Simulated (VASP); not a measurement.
A run of VASP 6.6.1 is set up as follows.

The input INCAR:

```
  PREC = Accurate
  ENCUT = 520
  EDIFF = 1E-6
  ISMEAR = -1
  SIGMA = 0.02
  LREAL = F
  LASPH = T
  NELM = 60
  ALGO = Normal
  ISIF = 2
  LWAVE = F
  LCHARG = F
  GGA = PE
  NBANDS = 26
```

File KPOINTS:

```
regular mesh
0
Gamma
  5 5 6
```

Contents of POSCAR:

```
CuI
1.0
    3.7578912747     -3.7356638172      0.0000000000
    3.7578912747      3.7356638172      0.0000000000
    0.0000000000      0.0000000000      4.3355216646
Cu I
2 2
Direct
    0.4204388300      0.5795611700      0.7500000000
    0.5795611700      0.4204388300      0.2500000000
    0.7700426800      0.2299573200      0.7500000000
    0.2299573200      0.7700426800      0.2500000000
```

Potentials or basis: VASP PAW PBE potentials, release 64 (Cu, I).

Run with:

```console
$ cat potpaw_PBE.64/Cu/POTCAR potpaw_PBE.64/I/POTCAR > POTCAR
$ mpirun -np 1 vasp_std > vasp.out
```

(1) Estimate the pressure.

(2) Estimate the largest force.

## Answers

(1) 0.7 GPa.

(2) 0.080 eV/Å.
